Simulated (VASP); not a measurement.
Write the native input for VASP 6.6.1 that does the following.

```
Task                   : single point
Functional             : revPBE
Potentials or basis    : VASP PAW PBE potentials, release 64 (Cu)
Cutoff                 : 520 eV
k mesh                 : 14 × 14 × 14
Occupations            : fermi-dirac, width 0.1 eV
Spin                   : no spin polarisation
Dipole correction      : no
Further INCAR settings : ALGO = Normal; EDIFF = 1e-06; NBANDS = 12
```

The structure of Cu lies in POSCAR:

```
Cu
1.0
    2.4931320597      0.0000000000      0.0000000000
    0.0000000000      2.4931320597      0.0000000000
    0.0000000000      0.0000000000      2.4931320597
Cu
1
Direct
    0.0000000000      0.0000000000      0.0000000000
```

This cell differs from its parent crystal: volume scaled by 1.08.

One way to write it, as run:

INCAR

```
SYSTEM = Cu
ALGO     = Normal         ! electronic algorithm
EDIFF    = 1E-6           ! SCF threshold, eV
ENCUT    = 520            ! plane-wave cutoff, eV
GGA      = RE             ! functional
ISIF     = 2              ! what is computed and relaxed
ISMEAR   = -1             ! smearing method
LASPH    = .TRUE.         ! aspherical terms in the spheres
LCHARG   = .TRUE.         ! write CHGCAR
LELF     = .TRUE.         ! ELF
LREAL    = .FALSE.        ! projectors in reciprocal space
LVHAR    = .TRUE.       
LWAVE    = .FALSE.        ! write WAVECAR
NBANDS   = 12             ! bands
NELM     = 60             ! most SCF steps
PREC     = Accurate       ! precision mode
SIGMA    = 0.1            ! smearing width, eV
```

KPOINTS

```
k-points
0
G
  14 14 14
  0 0 0
```

Potentials or basis: VASP PAW PBE potentials, release 64 (Cu).

The run is started by

```sh
$ cat potpaw_PBE.64/Cu/POTCAR > POTCAR
$ mpirun -np 1 vasp_std > vasp.out
```

It gave:

```
Pressure : -5.1 GPa
```

Caveat: the PAW data sets were made with another functional, which shifts forces and pressure a little.

It took 9.5 s on 1 thread of Intel(R) Xeon(R) Platinum 8488C (Sapphire Rapids), with other jobs on the host, peak memory 0.13 GiB.
